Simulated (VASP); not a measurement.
# AlN (P6_3mc) in VASP: notebook

The runs below take AlN through single point, with PBE.

Program: VASP 6.6.1. These are calculated values, not measurements. Logs are shortened: lines on timing, memory, paths and dates and some standing lists are left out, and cuts for length are marked.

## Step 1: The cell of the first run

It takes space group P6_3mc (No. 186, hexagonal). The conventional cell has a = 3.113 Å, b = 3.113 Å, c = 4.981 Å, α = 90.00°, β = 90.00°, γ = 120.00°. Within 2.5 Å of Al (site symmetry 3m) lie 4 N at 1.89 Å. N (site symmetry 3m) has 4 Al at 1.89 Å within 2.5 Å.

## Step 2: Single point, PBE

File INCAR:

```
PREC     = Accurate       # precision mode
ENCUT    = 520            # plane-wave cutoff, eV
EDIFF    = 1E-6           # SCF threshold, eV
ISMEAR   = 0              # smearing method
SIGMA    = 0.026000000000000002 # smearing width, eV
LREAL    = F              # projectors in reciprocal space
LASPH    = T              # aspherical terms in the spheres
NELM     = 80             # most SCF steps
ALGO     = Normal         # electronic algorithm
ISIF     = 2              # what is computed and relaxed
LWAVE    = F              # write WAVECAR
LCHARG   = F              # write CHGCAR
GGA      = PE             # functional
NBANDS   = 16             # bands
```

File KPOINTS:

```
Automatic mesh
0
Gamma
  10 10 6
```

File POSCAR:

```
AlN
1.0
    3.1130000000      0.0000000000      0.0000000000
   -1.5565000000      2.6959370820      0.0000000000
    0.0000000000      0.0000000000      4.9810000000
Al N
2 2
Direct
    0.6666666667      0.3333333333      0.5000000000
    0.3333333333      0.6666666667      0.0000000000
    0.6666666667      0.3333333333      0.8800000000
    0.3333333333      0.6666666667      0.3800000000
```

Potentials or basis: VASP PAW PBE potentials, release 64 (Al, N).

Started as:

```sh
$ cat potpaw_PBE.64/Al/POTCAR potpaw_PBE.64/N/POTCAR > POTCAR
$ mpirun -np 1 vasp_std > vasp.out
```

OUTCAR:

```text
PREC = Accurate
   ENCUT = 520
   EDIFF = 1E-6
   ISMEAR = 0
   LREAL = F
   LASPH = T
   NELM = 80
   ISIF = 2
   GGA = PE

 ion  position               nearest neighbor table
   1  0.667  0.333  0.500-   3 1.89   4 1.89   4 1.89   4 1.89   2 3.07   2 3.07   2 3.07   2 3.07
                             2 3.07   2 3.07
   2  0.333  0.667  0.000-   4 1.89   3 1.89   3 1.89   3 1.89   1 3.07   1 3.07   1 3.07   1 3.07
                             1 3.07   1 3.07
   3  0.667  0.333  0.880-   1 1.89   2 1.89   2 1.89   2 1.89
   4  0.333  0.667  0.380-   2 1.89   1 1.89   1 1.89   1 1.89

  LATTYP: Found a hexagonal cell.
 ALAT       =     3.1130000000
 C/A-ratio  =     1.6000642467

  Lattice vectors:

 A1 = (   3.1130000000,   0.0000000000,   0.0000000000)
 A2 = (  -1.5565000000,   2.6959370820,   0.0000000000)
 A3 = (   0.0000000000,   0.0000000000,   4.9810000000)

Analysis of symmetry for initial positions (statically):
=====================================================================
 Subroutine PRICEL returns:
 Original cell was already a primitive cell.

 Routine SETGRP: Setting up the symmetry group for a
 hexagonal supercell.

 Subroutine GETGRP returns: Found 12 space group operations
 (whereof  6 operations were pure point group operations)
 out of a pool of 24 trial point group operations.

The static configuration has the point symmetry C_3v.
 The point group associated with its full space group is C_6v.

Analysis of symmetry for dynamics (positions and initial velocities):
=====================================================================
 Subroutine PRICEL returns:
 Original cell was already a primitive cell.

 Routine SETGRP: Setting up the symmetry group for a
 hexagonal supercell.

 Subroutine GETGRP returns: Found 12 space group operations
 (whereof  6 operations were pure point group operations)
 out of a pool of 24 trial point group operations.

The dynamic configuration has the point symmetry C_3v.
 The point group associated with its full space group is C_6v.

 Subroutine INISYM returns: Found 12 space group operations
 (whereof  6 operations are pure point group operations),
 and found     1 'primitive' translations

----------------------------------------------------------------------------------------

                                     Primitive cell

  volume of cell :      41.8028

  direct lattice vectors                    reciprocal lattice vectors
     3.113000000  0.000000000  0.000000000     0.321233537  0.185464269  0.000000000
    -1.556500000  2.695937082  0.000000000     0.000000000  0.370928538  0.000000000
     0.000000000  0.000000000  4.981000000     0.000000000  0.000000000  0.200762899

  length of vectors
     3.113000000  3.113000000  4.981000000     0.370928538  0.370928538  0.200762899

  position of ions in fractional coordinates (direct lattice)
     0.666666667  0.333333333  0.500000000
     0.333333333  0.666666667  0.000000000
     0.666666667  0.333333333  0.880000000
     0.333333333  0.666666667  0.380000000

  ion indices of the primitive-cell ions
   primitive index   ion index
                 1           1
                 2           2
                 3           3
                 4           4

----------------------------------------------------------------------------------------

 KPOINTS: Automatic mesh

Automatic generation of k-mesh.
 Grid dimensions read from file:
 generate k-points for:   10   10    6

 Generating k-lattice:

  Cartesian coordinates                     Fractional coordinates (reciprocal lattice)
     0.032123354  0.018546427  0.000000000     0.100000000  0.000000000  0.000000000
     0.000000000  0.037092854  0.000000000     0.000000000  0.100000000  0.000000000
     0.000000000  0.000000000  0.033460483     0.000000000  0.000000000  0.166666667

  Length of vectors
     0.037092854  0.037092854  0.033460483

  Shift w.r.t. Gamma in fractional coordinates (k-lattice)
     0.000000000  0.000000000  0.000000000

 Subroutine IBZKPT returns following result:
 ===========================================

 Found     56 irreducible k-points:

 Following reciprocal coordinates:
            Coordinates               Weight
  0.000000  0.000000  0.000000      1.000000
  0.100000 -0.000000  0.000000      6.000000
  0.200000 -0.000000  0.000000      6.000000
  0.300000 -0.000000  0.000000      6.000000
  0.400000  0.000000  0.000000      6.000000
  0.500000 -0.000000  0.000000      3.000000
[... 16 lines left out ...]
  0.300000  0.100000  0.166667     24.000000
  0.400000  0.100000  0.166667     24.000000
 [... further k-points ...]
   k-points           NKPTS =     56   k-points in BZ     NKDIM =     56   number of bands    NBANDS=     16
   number of dos      NEDOS =    301   number of ions     NIONS =      4
   total plane-waves  NPLWV =  23040
   dimension x,y,z NGX =    24 NGY =   24 NGZ =   40
   dimension x,y,z NGXF=    48 NGYF=   48 NGZF=   80
   ions per type =               2   2
   NGX,Y,Z   is equivalent  to a cutoff of  12.82, 12.82, 13.35 a.u.
   NGXF,Y,Z  is equivalent  to a cutoff of  25.63, 25.63, 26.70 a.u.
 SYSTEM =  unknown system
   PREC   = accura    normal or accurate (medium, high low for compatibility)
   ISTART =      0    job   : 0-new  1-cont  2-samecut
   ICHARG =      2    charge: 1-file 2-atom 10-const
   ISPIN  =      1    spin polarized calculation?
   LNONCOLLINEAR =      F non collinear calculations
   LSORBIT =      F    spin-orbit coupling
   LASPH  =      T    aspherical Exc in radial PAW
   ENCUT  =  520.0 eV  38.22 Ry    6.18 a.u.   5.79  5.79  9.26*2*pi/ulx,y,z
   NELM   =     80;   NELMIN=  2; NELMDL= -5     # of ELM steps
   EDIFF  = 0.1E-05   stopping-criterion for ELM
   LREAL  =      F    real-space projection
   EDIFFG = 0.1E-04   stopping-criterion for IOM
   NSW    =      0    number of steps for IOM
   IBRION =     -1    ionic relax: 0-MD 1-quasi-New 2-CG
   NFREE  =      0    steps in history (QN), initial steepest desc. (CG)
   ISIF   =      2    stress and relaxation
   ISYM   =      2    0-nonsym 1-usesym 2-fastsym
   POTIM  = 0.5000    time-step for ionic-motion
   TEBEG  =    0.0;   TEEND  =   0.0 temperature during run
   PSTRESS=    0.0 pullay stress
   NELECT =      16.0000    total number of electrons
   NUPDOWN=      -1.0000    fix difference up-down
   EMIN   =  10.00;   EMAX   =-10.00  energy-range for DOS
   EFERMI =   0.00;   METHOD = LEGACY
   ISMEAR =     0;   SIGMA  =   0.03  broadening in eV -4-tet -1-fermi 0-gaus
   EFERMI_NEDOS =   21; number of points for ismear=-14 and -15
   IALGO  =     38    algorithm
   IMIX   =      4    mixing-type and parameters
     AMIX     =   0.40;   BMIX     =  1.00
     AMIX_MAG =   1.60;   BMIX_MAG =  1.00
  volume/ion in A,a.u.               =      10.45        70.52
  Fermi-wavevector in a.u.,A,eV,Ry     =   1.188629  2.246183 19.222843  1.412839
  Thomas-Fermi vector in A             =   2.324754
   LORBIT       =      0    0 simple, 1 ext, 2 COOP (PROOUT), +10 PAW based schemes
   GGA     = PE    functional components
   LHFCALC =     F    Hartree Fock is set to
   AEXX    =    0.0000 exact exchange contribution
   IVDW    =     0    specifies the selected vdW correction
   LEPSILON=     F    determine dielectric tensor
   LRPA    =     F    only Hartree local field effects (RPA)
 non-spin polarized calculation
 Gauss-broadening in eV      SIGMA  =   0.03
  energy-cutoff  :      520.00
  volume of cell :       41.80
 maximum number of plane-waves:      1142
 NGX is ok and might be reduce to    24
   NGX = 11   NGY = 11   NGZ = 19

 number of electron      15.9999997 magnetization

 Free energy of the ion-electron system (eV)
  ---------------------------------------------------
  ext. energy  EPLUGINS =         0.00000000
  ---------------------------------------------------
  free energy    TOTEN  =       -29.77127407 eV

  energy without entropy =      -29.77127407  energy(sigma->0) =      -29.77127407

 E-fermi :   6.2806     XC(G=0): -10.9068

 val. band max:        6.1213404409   @ k =   0.0000   0.0000   0.0000
 cond. band min:      10.3450094939   @ k =   0.0000   0.0000   0.0000
 fundamental gap:      4.2236690530
 Fermi energy:         6.2806318121

 k-point     1 :       0.0000    0.0000    0.0000
  band No.  band energies     occupation
      1      -9.0374      2.00000
      2      -6.8891      2.00000
      3       0.1487      2.00000
      4       5.2898      2.00000
      5       5.2898      2.00000
      6       5.9418      2.00000
[... 8 lines left out ...]
     15      19.2858      0.00000
     16      19.2858      0.00000

 k-point     2 :       0.1000   -0.0000    0.0000
  band No.  band energies     occupation
      1      -8.9105      2.00000
      2      -6.8178      2.00000
      3       0.2999      2.00000
      4       4.7091      2.00000
      5       5.1261      2.00000
      6       5.3729      2.00000
[... 8 lines left out ...]
     15      19.2503      0.00000
     16      19.3271      0.00000

 k-point     3 :       0.2000   -0.0000    0.0000
  band No.  band energies     occupation
      1      -8.5460      2.00000
      2      -6.6323      2.00000
      3       0.7417      2.00000
      4       3.4013      2.00000
      5       4.2662      2.00000
      6       4.7707      2.00000
[... 8 lines left out ...]
     15      18.3793      0.00000
     16      18.8701      0.00000

 k-point     4 :       0.3000   -0.0000    0.0000
  band No.  band energies     occupation
      1      -8.0011      2.00000
      2      -6.4231      2.00000
      3       1.4311      2.00000
      4       2.0455      2.00000
      5       3.1532      2.00000
      6       4.4085      2.00000
[... 8 lines left out ...]
     15      18.2192      0.00000
     16      20.1038      0.00000

 k-point     5 :       0.4000    0.0000    0.0000
  band No.  band energies     occupation
      1      -7.4053      2.00000
      2      -6.3341      2.00000
      3       1.0599      2.00000
      4       2.2274      2.00000
      5       2.3498      2.00000
      6       4.1528      2.00000
[... 8 lines left out ...]
     15      18.5993      0.00000
     16      21.2206      0.00000

 k-point     6 :       0.5000   -0.0000    0.0000
  band No.  band energies     occupation
      1      -7.0761      2.00000
      2      -6.3808      2.00000
      3       0.7037      2.00000
      4       1.9904      2.00000
      5       2.7919      2.00000
      6       4.0617      2.00000
[... 8 lines left out ...]
     15      18.9790      0.00000
     16      21.3151      0.00000
[... 267 lines left out ...]
 k-point    21 :       0.1000    0.1000    0.1667
  band No.  band energies     occupation
      1      -8.5636      2.00000
      2      -6.8715      2.00000
      3       0.8905      2.00000
      4       4.0813      2.00000
      5       4.0874      2.00000
      6       4.9992      2.00000
[... 8 lines left out ...]
     15      18.6318      0.00000
     16      19.4851      0.00000

 k-point    22 :       0.2000    0.1000    0.1667
  band No.  band energies     occupation
      1      -8.1151      2.00000
      2      -6.6367      2.00000
      3       1.2785      2.00000
      4       2.8491      2.00000
      5       3.3090      2.00000
      6       4.4964      2.00000
[... 8 lines left out ...]
     15      18.5467      0.00000
     16      19.8625      0.00000

 k-point    23 :       0.3000    0.1000    0.1667
  band No.  band energies     occupation
      1      -7.5491      2.00000
      2      -6.4333      2.00000
      3       1.2441      2.00000
      4       2.0906      2.00000
      5       2.8405      2.00000
      6       4.0245      2.00000
[... 8 lines left out ...]
     15      18.5293      0.00000
     16      20.5640      0.00000

 k-point    24 :       0.4000    0.1000    0.1667
  band No.  band energies     occupation
      1      -7.0572      2.00000
      2      -6.3945      2.00000
      3       0.7425      2.00000
      4       1.7538      2.00000
      5       3.0734      2.00000
      6       3.8578      2.00000
[... 8 lines left out ...]
     15      18.7698      0.00000
     16      21.0507      0.00000

 [... further k-points ...]

------------------------ aborting loop because EDIFF is reached ----------------------------------------

  FORCE on cell =-STRESS in cart. coord.  units (eV):
  Direction    XX          YY          ZZ          XY          YZ          ZX
  --------------------------------------------------------------------------------------
  -------------------------------------------------------------------------------------
  Total        0.7604338      0.7604338      1.1933104      0.0000000     -0.0000000     -0.0000000
  in kB       29.1451672     29.1451672     45.7360429      0.0000000     -0.0000000     -0.0000000
  external PRESSURE =      34.6754591 kB  Pullay stress =       0.0000000 kB

 VOLUME and BASIS-vectors are now :
 -----------------------------------------------------------------------------
  energy-cutoff  :      520.00
  volume of cell :       41.80
      direct lattice vectors                 reciprocal lattice vectors
     3.113000000  0.000000000  0.000000000     0.321233537  0.185464269  0.000000000
    -1.556500000  2.695937082  0.000000000     0.000000000  0.370928538  0.000000000
     0.000000000  0.000000000  4.981000000     0.000000000  0.000000000  0.200762899

 POSITION                                       TOTAL-FORCE (eV/Angst)
 -----------------------------------------------------------------------------------
      1.55650      0.89865      2.49050        -0.000000      0.000000     -0.128901
     -0.00000      1.79729      0.00000         0.000000      0.000000     -0.128901
      1.55650      0.89865      4.38328        -0.000000     -0.000000      0.128901
     -0.00000      1.79729      1.89278         0.000000     -0.000000      0.128901
 -----------------------------------------------------------------------------------
    total drift:                               -0.000000     -0.000000      0.000429

  FREE ENERGIE OF THE ION-ELECTRON SYSTEM (eV)
  ---------------------------------------------------
  free  energy   TOTEN  =       -29.7712740720 eV

  energy  without entropy=      -29.7712740720  energy(sigma->0) =      -29.77127407
```

Wall time 14 s (1 thread of Intel Xeon Platinum 8488C (Sapphire Rapids), shared host); peak memory 0.16 GiB.

What came out:

```yaml
Free_energy: -29.7713 eV
Pressure: 3.5 GPa
Largest_force: 0.129 eV/Å
Band_gap_on_the_k_mesh: 4.22 eV, direct
```

Forces on the atoms (eV/Å):
```
Al   0.000  0.000 -0.129
Al   0.000  0.000 -0.129
N    0.000  0.000  0.129
N    0.000  0.000  0.129
```

A k mesh can miss the band edges.

## Step 3: Single point, PBE

File INCAR:

```
PREC     = Accurate       # precision mode
ENCUT    = 520            # plane-wave cutoff, eV
EDIFF    = 1E-6           # SCF threshold, eV
ISMEAR   = 0              # smearing method
SIGMA    = 0.027000000000000003 # smearing width, eV
LREAL    = False          # projectors in reciprocal space
LASPH    = True           # aspherical terms in the spheres
NELM     = 60             # most SCF steps
ALGO     = Normal         # electronic algorithm
ISIF     = 2              # what is computed and relaxed
LWAVE    = False          # write WAVECAR
LCHARG   = False          # write CHGCAR
GGA      = PE             # functional
NBANDS   = 16             # bands
```

File KPOINTS:

```
regular mesh
0
Gamma
  10 10 6
```

POSCAR is that of step 2.

Potentials or basis: VASP PAW PBE potentials, release 64 (Al, N).

Started as:

```sh
$ cat potpaw_PBE.64/Al/POTCAR potpaw_PBE.64/N/POTCAR > POTCAR
$ mpirun -np 1 vasp_std > vasp.out
```

Run time: 15 s. Hardware: 1 thread of Intel Xeon Platinum 8488C (Sapphire Rapids), shared host; peak memory 0.16 GiB.

It converged, with:

| Item | Value |
| --- | --- |
| Free energy | -29.7713 eV |
| Pressure | 3.5 GPa |
| Largest force | 0.129 eV/Å |
| Band gap on the k mesh | 4.22 eV, direct |

Forces on the atoms (eV/Å):
```
Al   0.000  0.000 -0.129
Al   0.000  0.000 -0.129
N    0.000  0.000  0.129
N    0.000  0.000  0.129
```

Stress tensor (GPa, compression positive):
```
2.91 0.00 0.00
0.00 2.91 0.00
0.00 0.00 4.57
```

Levels at points of the mesh, in eV from the valence-band top:
```tsv
k point	band 4	band 5	band 6	band 7	band 8	band 9	band 10	band 11	band 12	band 13
(0.00, 0.00, 0.00)	-0.83	-0.83	-0.18	-0.18	0.00	4.22	6.66	10.62	11.17	11.17
(0.50, 0.00, 0.00)	-4.13	-3.33	-2.06	-1.77	-0.66	5.82	5.83	8.20	10.30	10.91
(0.00, 0.00, 0.50)	-3.31	-0.51	-0.51	-0.51	-0.51	6.47	6.47	10.34	10.34	11.48
(0.50, 0.00, 0.50)	-5.57	-1.43	-1.43	-1.35	-1.35	5.33	5.33	9.29	9.29	11.83
```
